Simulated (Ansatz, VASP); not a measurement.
**MgI2: VASP beside Ansatz**

The input POSCAR:

```
MgI2
1.0
    0.0000000000      3.7557205885      3.6847374693
    3.7557205885      0.0000000000      3.6847374693
    3.7557205885      3.7557205885      0.0000000000
Mg I
1 2
Direct
    0.0000000000      0.0000000000      0.0000000000
    0.2500000000      0.2500000000      0.2500000000
    0.7500000000      0.7500000000      0.7500000000
```

INCAR.step1

```
SYSTEM = MgI2
PREC = Accurate
ENCUT = 520
ISMEAR = 0
SIGMA = 0.01
LREAL = .False.
LASPH = .True.
NELM = 100
NBANDS = 15
GGA = PE
ALGO = Normal
EDIFF = 1E-4
LWAVE = .True.
LCHARG = .False.
```

The input INCAR.step2:

```
SYSTEM = MgI2
PREC = Accurate
ENCUT = 520
EDIFF = 1E-6
ISMEAR = 0
SIGMA = 0.01
LREAL = .False.
LASPH = .True.
NELM = 100
ALGO = Normal
ISIF = 2
LWAVE = .False.
LCHARG = .False.
METAGGA = R2SCAN
LMIXTAU = .True.
NBANDS = 15
ISTART = 1
```

The input KPOINTS:

```
regular mesh
0
Gamma
  6 6 6
  0 0 0
```

Input for Ansatz:

```yaml
crystal:
  lattice:
    - [0.0, 3.7557205885, 3.6847374693]
    - [3.7557205885, 0.0, 3.6847374693]
    - [3.7557205885, 3.7557205885, 0.0]
  atoms:
    - { symbol: Mg, position: [0.0, 0.0, 0.0] }
    - { symbol: I, position: [0.25, 0.25, 0.25] }
    - { symbol: I, position: [0.75, 0.75, 0.75] }
kpoints:
  mp_grid: { grid: [6, 6, 6] }
  band_path:
    path:
      - [0.0, 0.0, 0.0]
      - [0.5, 0.0, 0.5]
      - [0.625, 0.25, 0.625]
      - [0.375, 0.375, 0.75]
      - [0.5, 0.5, 0.5]
      - [0.5, 0.25, 0.75]
      - [0.5, 0.5, 0.0]
    npoints: 1
hamiltonian:
  xc: r2scan
scf:
  occupations: { method: fixed }
  n_extra_bands: 4
output:
  forces: true
  stress: true
  eigenvalues: true
```

Change from the starting cell: uniaxial_z strain -1.9%.

Alike in both runs: task single point; functional r2SCAN; k mesh 6 × 6 × 6; no spin polarisation.

```csv
,VASP,Ansatz
version,VASP 6.6.1,Ansatz 0.2.0
potentials or method,"VASP PAW PBE potentials, release 64 (Mg, I)","plane waves, PAW"
plane-wave cutoff (eV),520,500
occupations,"gaussian, width 0.01 eV",fixed
valence electrons in the cell,16,44
```

|  | VASP | Ansatz | Ansatz less VASP |
| --- | --- | --- | --- |
| gap on the k mesh at the Fermi level (eV) | 1.21 | 1.26 | +0.046 |
| pressure (GPa) | 0.5 | 0.6 | +0.09 |
| traceless stress, the component that is largest in VASP (GPa) | 1.28 | 1.27 | -0.004 |

VASP's potentials were made for PBE, not for r2SCAN. VASP's potentials hold 16 valence electrons a cell and Ansatz's 44, so a difference there can come from the potentials and not from the codes.

Spin-orbit coupling is off throughout.
